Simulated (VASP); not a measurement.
# Au (I4/mmm) in VASP: further runs

Runs on Au. Level: PBE. Tasks: single point.

All numbers are computed with VASP 6.6.1; they aren't measurements. Logs are shortened: lines on timing, memory, paths and dates and some standing lists are left out, and cuts for length are marked.

**1. The cell of the first run**

Symmetry: I4/mmm, No. 139, tetragonal system. The conventional cell has a = 2.777 Å, b = 2.777 Å, c = 4.091 Å, α = 90.00°, β = 90.00°, γ = 90.00°. Au (site symmetry 4/mmm) has 12 Au at 2.78 to 2.84 Å within 3.7 Å.

**2. Single point, PBE (strain -0.040 along x and y, +0.000 along z)**

INCAR reads:

```
PREC = Accurate ; ENCUT = 520
EDIFF = 1E-7 ; ISMEAR = 0
SIGMA = 0.15 ; LREAL = F
LASPH = T ; NELM = 60
ALGO = Normal ; ISIF = 2
LWAVE = F ; LCHARG = F
GGA = PE ; NBANDS = 12
```

KPOINTS reads:

```
regular mesh
0
Gamma
  20 20 20
```

POSCAR reads:

```
Au
1.0
    0.0000000000      1.9636800000      2.0455000000
    1.9636800000      0.0000000000      2.0455000000
    1.9636800000      1.9636800000      0.0000000000
Au
1
Direct
    0.0000000000      0.0000000000      0.0000000000
```

Potentials or basis: VASP PAW PBE potentials, release 64 (Au).

Started as:

```bash
> cat potpaw_PBE.64/Au/POTCAR > POTCAR
> mpirun -np 1 vasp_std > vasp.out
```

OUTCAR:

```text
PREC = Accurate
   ENCUT = 520
   EDIFF = 1E-7
   ISMEAR = 0
   LREAL = F
   LASPH = T
   NELM = 60
   ISIF = 2
   GGA = PE

 ion  position               nearest neighbor table
   1  0.000  0.000  0.000-

  LATTYP: Found a body centered tetragonal cell.
 ALAT       =     2.7770628882
 C/A-ratio  =     1.4731391275

  Lattice vectors:

 A1 = (  -1.9636800000,   0.0000000000,   2.0455000000)
 A2 = (   1.9636800000,   0.0000000000,   2.0455000000)
 A3 = (   0.0000000000,   1.9636800000,  -2.0455000000)

Analysis of symmetry for initial positions (statically):
=====================================================================
 Subroutine PRICEL returns:
 Original cell was already a primitive cell.

 Routine SETGRP: Setting up the symmetry group for a
 body centered tetragonal supercell.

 Subroutine GETGRP returns: Found 16 space group operations
 (whereof 16 operations were pure point group operations)
 out of a pool of 16 trial point group operations.

The static configuration has the point symmetry D_4h.

Analysis of symmetry for dynamics (positions and initial velocities):
=====================================================================
 Subroutine PRICEL returns:
 Original cell was already a primitive cell.

 Routine SETGRP: Setting up the symmetry group for a
 body centered tetragonal supercell.

 Subroutine GETGRP returns: Found 16 space group operations
 (whereof 16 operations were pure point group operations)
 out of a pool of 16 trial point group operations.

The dynamic configuration has the point symmetry D_4h.

 Subroutine INISYM returns: Found 16 space group operations
 (whereof 16 operations are pure point group operations),
 and found     1 'primitive' translations

----------------------------------------------------------------------------------------

                                     Primitive cell

  volume of cell :      15.7751

  direct lattice vectors                    reciprocal lattice vectors
     0.000000000  1.963680000  2.045500000    -0.254623971  0.254623971  0.244439012
     1.963680000  0.000000000  2.045500000     0.254623971 -0.254623971  0.244439012
     1.963680000  1.963680000  0.000000000     0.254623971  0.254623971 -0.244439012

  length of vectors
     2.835508666  2.835508666  2.777062888     0.435220823  0.435220823  0.435220823

  position of ions in fractional coordinates (direct lattice)
     0.000000000  0.000000000  0.000000000

  ion indices of the primitive-cell ions
   primitive index   ion index
                 1           1

----------------------------------------------------------------------------------------

 KPOINTS: regular mesh

Automatic generation of k-mesh.
 Grid dimensions read from file:
 generate k-points for:   20   20   20

 Generating k-lattice:

  Cartesian coordinates                     Fractional coordinates (reciprocal lattice)
    -0.012731199  0.012731199  0.012221951     0.050000000  0.000000000  0.000000000
     0.012731199 -0.012731199  0.012221951     0.000000000  0.050000000  0.000000000
     0.012731199  0.012731199 -0.012221951     0.000000000  0.000000000  0.050000000

  Length of vectors
     0.021761041  0.021761041  0.021761041

  Shift w.r.t. Gamma in fractional coordinates (k-lattice)
     0.000000000  0.000000000  0.000000000

 Subroutine IBZKPT returns following result:
 ===========================================

 Found    641 irreducible k-points:

 Following reciprocal coordinates:
            Coordinates               Weight
  0.000000  0.000000  0.000000      1.000000
  0.050000  0.000000  0.000000      8.000000
  0.100000  0.000000  0.000000      8.000000
  0.150000  0.000000  0.000000      8.000000
  0.200000  0.000000  0.000000      8.000000
  0.250000 -0.000000  0.000000      8.000000
[... 16 lines left out ...]
 -0.400000  0.050000  0.000000      8.000000
 -0.350000  0.050000  0.000000      8.000000
 [... further k-points ...]
   k-points           NKPTS =    641   k-points in BZ     NKDIM =    641   number of bands    NBANDS=     12
   number of dos      NEDOS =    301   number of ions     NIONS =      1
   total plane-waves  NPLWV =  13824
   dimension x,y,z NGX =    24 NGY =   24 NGZ =   24
   dimension x,y,z NGXF=    48 NGYF=   48 NGZF=   48
   ions per type =               1
   NGX,Y,Z   is equivalent  to a cutoff of  14.07, 14.07, 14.37 a.u.
   NGXF,Y,Z  is equivalent  to a cutoff of  28.14, 28.14, 28.73 a.u.
 SYSTEM =  unknown system
   PREC   = accura    normal or accurate (medium, high low for compatibility)
   ISTART =      0    job   : 0-new  1-cont  2-samecut
   ICHARG =      2    charge: 1-file 2-atom 10-const
   ISPIN  =      1    spin polarized calculation?
   LNONCOLLINEAR =      F non collinear calculations
   LSORBIT =      F    spin-orbit coupling
   LASPH  =      T    aspherical Exc in radial PAW
   ENCUT  =  520.0 eV  38.22 Ry    6.18 a.u.   5.27  5.27  5.16*2*pi/ulx,y,z
   NELM   =     60;   NELMIN=  2; NELMDL= -5     # of ELM steps
   EDIFF  = 0.1E-06   stopping-criterion for ELM
   LREAL  =      F    real-space projection
   EDIFFG = 0.1E-05   stopping-criterion for IOM
   NSW    =      0    number of steps for IOM
   IBRION =     -1    ionic relax: 0-MD 1-quasi-New 2-CG
   NFREE  =      0    steps in history (QN), initial steepest desc. (CG)
   ISIF   =      2    stress and relaxation
   ISYM   =      2    0-nonsym 1-usesym 2-fastsym
   POTIM  = 0.5000    time-step for ionic-motion
   TEBEG  =    0.0;   TEEND  =   0.0 temperature during run
   PSTRESS=    0.0 pullay stress
   NELECT =      11.0000    total number of electrons
   NUPDOWN=      -1.0000    fix difference up-down
   EMIN   =  10.00;   EMAX   =-10.00  energy-range for DOS
   EFERMI =   0.00;   METHOD = LEGACY
   ISMEAR =     0;   SIGMA  =   0.15  broadening in eV -4-tet -1-fermi 0-gaus
   EFERMI_NEDOS =   21; number of points for ismear=-14 and -15
   IALGO  =     38    algorithm
   IMIX   =      4    mixing-type and parameters
     AMIX     =   0.40;   BMIX     =  1.00
     AMIX_MAG =   1.60;   BMIX_MAG =  1.00
  volume/ion in A,a.u.               =      15.78       106.46
  Fermi-wavevector in a.u.,A,eV,Ry     =   1.451717  2.743348 28.674053  2.107483
  Thomas-Fermi vector in A             =   2.569182
   LORBIT       =      0    0 simple, 1 ext, 2 COOP (PROOUT), +10 PAW based schemes
   GGA     = PE    functional components
   LHFCALC =     F    Hartree Fock is set to
   AEXX    =    0.0000 exact exchange contribution
   IVDW    =     0    specifies the selected vdW correction
   LEPSILON=     F    determine dielectric tensor
   LRPA    =     F    only Hartree local field effects (RPA)
 non-spin polarized calculation
 Gauss-broadening in eV      SIGMA  =   0.15
  energy-cutoff  :      520.00
  volume of cell :       15.78
 maximum number of plane-waves:       438
 NGX is ok and might be reduce to    24
   NGX = 11   NGY = 11   NGZ = 11

 number of electron      11.0000001 magnetization

 Free energy of the ion-electron system (eV)
  ---------------------------------------------------
  ext. energy  EPLUGINS =         0.00000000
  ---------------------------------------------------
  free energy    TOTEN  =        -3.06454565 eV

  energy without entropy =       -3.06134864  energy(sigma->0) =       -3.06294714

 E-fermi :  10.8557     XC(G=0): -13.1848

 val. band max:       10.8327894021   @ k =  -0.4500   0.1000   0.0500
 cond. band min:      10.8566565235   @ k =  -0.2500   0.2500   0.0000
 fundamental gap:      0.0238671214
 Fermi energy:        10.8557140569

 k-point     1 :       0.0000    0.0000    0.0000
  band No.  band energies     occupation
      1       0.1169      2.00000
      2       5.4137      2.00000
      3       5.8329      2.00000
      4       5.8329      2.00000
      5       7.1801      2.00000
      6       7.6453      2.00000
      7      25.2297      0.00000
      8      29.0978      0.00000
      9      29.9352      0.00000
     10      29.9352      0.00000
     11      34.8459      0.00000
     12      40.0785      0.00000

 k-point     2 :       0.0500    0.0000    0.0000
  band No.  band energies     occupation
      1       0.2110      2.00000
      2       5.4283      2.00000
      3       5.8182      2.00000
      4       5.8670      2.00000
      5       7.1686      2.00000
      6       7.6234      2.00000
      7      25.3546      0.00000
      8      28.8895      0.00000
      9      29.6749      0.00000
     10      30.0617      0.00000
     11      35.4236      0.00000
     12      38.7191      0.00000

 k-point     3 :       0.1000    0.0000    0.0000
  band No.  band energies     occupation
      1       0.4871      2.00000
      2       5.4415      2.00000
      3       5.8043      2.00000
      4       5.9601      2.00000
      5       7.1486      2.00000
      6       7.5687      2.00000
      7      25.6858      0.00000
      8      27.7664      0.00000
      9      29.8668      0.00000
     10      30.4267      0.00000
     11      35.7787      0.00000
     12      37.7508      0.00000

 k-point     4 :       0.1500    0.0000    0.0000
  band No.  band energies     occupation
      1       0.9228      2.00000
      2       5.4074      2.00000
      3       5.8346      2.00000
      4       6.0820      2.00000
      5       7.1651      2.00000
      6       7.5173      2.00000
      7      25.8547      0.00000
      8      26.5004      0.00000
      9      30.4025      0.00000
     10      30.9812      0.00000
     11      34.3660      0.00000
     12      36.8593      0.00000

 k-point     5 :       0.2000    0.0000    0.0000
  band No.  band energies     occupation
      1       1.4689      2.00000
      2       5.3842      2.00000
      3       5.8585      2.00000
      4       6.1764      2.00000
      5       7.2825      2.00000
      6       7.5304      2.00000
      7      24.3767      0.00000
      8      26.5688      0.00000
      9      31.0597      0.00000
     10      31.6011      0.00000
     11      33.2402      0.00000
     12      35.2948      0.00000
[... 228 lines left out ...]
      1       2.8326      2.00000
      2       5.4012      2.00000
      3       5.8906      2.00000
      4       8.2646      2.00000
      5       8.7086      2.00000
      6      10.0658      2.00000
      7      14.4392      0.00000
      8      24.6643      0.00000
      9      27.9528      0.00000
     10      28.8096      0.00000
     11      36.5139      0.00000
     12      37.2539      0.00000

 k-point    22 :      -0.4500    0.0500    0.0000
  band No.  band energies     occupation
      1       2.8354      2.00000
      2       5.4199      2.00000
      3       5.8871      2.00000
      4       8.2189      2.00000
      5       8.6204      2.00000
      6      10.0008      2.00000
      7      14.6409      0.00000
      8      24.6802      0.00000
      9      27.8052      0.00000
     10      29.1147      0.00000
     11      36.2783      0.00000
     12      37.3768      0.00000

 k-point    23 :      -0.4000    0.0500    0.0000
  band No.  band energies     occupation
      1       2.8376      2.00000
      2       5.4798      2.00000
      3       5.9299      2.00000
      4       7.7114      2.00000
      5       8.4134      2.00000
      6       9.3730      2.00000
      7      16.0154      0.00000
      8      24.8877      0.00000
      9      28.0388      0.00000
     10      29.7814      0.00000
     11      35.6060      0.00000
     12      37.1067      0.00000

 k-point    24 :      -0.3500    0.0500    0.0000
  band No.  band energies     occupation
      1       2.8019      2.00000
      2       5.5686      2.00000
      3       6.0125      2.00000
      4       6.8655      2.00000
      5       8.1235      2.00000
      6       8.8212      2.00000
      7      17.8478      0.00000
      8      25.2691      0.00000
      9      28.6002      0.00000
     10      30.7753      0.00000
     11      34.5710      0.00000
     12      36.2901      0.00000

 [... further k-points ...]

------------------------ aborting loop because EDIFF is reached ----------------------------------------

  FORCE on cell =-STRESS in cart. coord.  units (eV):
  Direction    XX          YY          ZZ          XY          YZ          ZX
  --------------------------------------------------------------------------------------
  -------------------------------------------------------------------------------------
  Total        2.6644965      2.6644965      2.4590488      0.0000000     -0.0000000     -0.0000000
  in kB      270.6168405    270.6168405    249.7507594      0.0000000     -0.0000000     -0.0000000
  external PRESSURE =     263.6614801 kB  Pullay stress =       0.0000000 kB

 VOLUME and BASIS-vectors are now :
 -----------------------------------------------------------------------------
  energy-cutoff  :      520.00
  volume of cell :       15.78
      direct lattice vectors                 reciprocal lattice vectors
     0.000000000  1.963680000  2.045500000    -0.254623971  0.254623971  0.244439012
     1.963680000  0.000000000  2.045500000     0.254623971 -0.254623971  0.244439012
     1.963680000  1.963680000  0.000000000     0.254623971  0.254623971 -0.244439012

 POSITION                                       TOTAL-FORCE (eV/Angst)
 -----------------------------------------------------------------------------------
      0.00000      0.00000      0.00000         0.000000      0.000000      0.000000
 -----------------------------------------------------------------------------------
    total drift:                               -0.000000      0.000000     -0.000000

  FREE ENERGIE OF THE ION-ELECTRON SYSTEM (eV)
  ---------------------------------------------------
  free  energy   TOTEN  =        -3.0645456479 eV

  energy  without entropy=       -3.0613486385  energy(sigma->0) =       -3.06294714
```

Wall time 32 s (1 thread of Intel Xeon 6975P-C (Granite Rapids), shared host); peak memory 0.24 GiB.

Results:

```
Free energy : -3.0645 eV
Pressure    : 26.4 GPa
```

Levels at points of the mesh, in eV from the Fermi level:
| k point | band 2 | band 3 | band 4 | band 5 | band 6 | band 7 | band 8 | band 9 | band 10 | band 11 |
| --- | --- | --- | --- | --- | --- | --- | --- | --- | --- | --- |
| (0.00, 0.00, 0.00) | -5.44 | -5.02 | -5.02 | -3.68 | -3.21 | 14.37 | 18.24 | 19.08 | 19.08 | 23.99 |
| (0.50, 0.00, 0.00) | -5.41 | -5.02 | -2.15 | -1.97 | -1.36 | 3.49 | 13.75 | 17.32 | 18.12 | 25.52 |
| (0.50, 0.50, 0.00) | -7.52 | -2.09 | -1.71 | -1.71 | 0.29 | 5.73 | 10.69 | 10.69 | 18.48 | 21.31 |
| (0.50, 0.00, 0.50) | -7.49 | -2.13 | -1.86 | -1.51 | 1.02 | 6.76 | 9.89 | 10.03 | 17.87 | 20.68 |

Caveat: the cell differs from its parent crystal (strain -0.040 along x and y, +0.000 along z); spin-orbit coupling is left out, which moves the levels of the heavy elements.

**3. Single point, PBE (strain +0.000 along x and y, -0.040 along z)**

INCAR reads:

```
SYSTEM = Au
PREC = Accurate
ENCUT = 520
EDIFF = 1E-7
ISMEAR = 0
SIGMA = 0.15
LREAL = .False.
LASPH = .True.
NELM = 80
ALGO = Fast
ISIF = 2
LWAVE = .False.
LCHARG = .False.
GGA = PE
NBANDS = 12
```

KPOINTS reads:

```
Automatic mesh
0
Gamma
  20 20 20
  0 0 0
```

POSCAR reads:

```
Au
1.0
    0.0000000000      2.0455000000      1.9636800000
    2.0455000000      0.0000000000      1.9636800000
    2.0455000000      2.0455000000      0.0000000000
Au
1
Direct
    0.0000000000      0.0000000000      0.0000000000
```

Potentials or basis: VASP PAW PBE potentials, release 64 (Au).

Started as:

```bash
> cat potpaw_PBE.64/Au/POTCAR > POTCAR
> mpirun -np 1 vasp_std > vasp.out
```

It took 41 s on 1 thread of Intel Xeon 6975P-C (Granite Rapids), shared host; peak memory 0.24 GiB.

It converged, with:

| Quantity | Value |
| --- | --- |
| Free energy | -3.1516 eV |
| Pressure | 16.1 GPa |

Stress tensor (GPa, compression positive):
```
15.67  0.00  0.00
 0.00 15.67  0.00
 0.00  0.00 16.99
```

Levels at points of the mesh, in eV from the Fermi level:
| k point | band 2 | band 3 | band 4 | band 5 | band 6 | band 7 | band 8 | band 9 | band 10 | band 11 |
| --- | --- | --- | --- | --- | --- | --- | --- | --- | --- | --- |
| (0.00, 0.00, 0.00) | -5.03 | -5.03 | -4.67 | -3.51 | -3.11 | 14.47 | 18.39 | 18.39 | 19.19 | 23.71 |
| (0.50, 0.00, 0.00) | -5.14 | -4.77 | -2.12 | -1.93 | -1.15 | 3.26 | 13.84 | 16.95 | 17.91 | 25.05 |
| (0.50, 0.50, 0.00) | -7.10 | -2.08 | -1.66 | -1.66 | 1.40 | 6.72 | 9.61 | 9.61 | 17.18 | 19.86 |
| (0.50, 0.00, 0.50) | -7.10 | -2.08 | -1.84 | -1.55 | 0.66 | 5.74 | 10.28 | 10.42 | 17.84 | 20.53 |

Caveat: the cell differs from its parent crystal (strain +0.000 along x and y, -0.040 along z); spin-orbit coupling is left out, which moves the levels of the heavy elements.
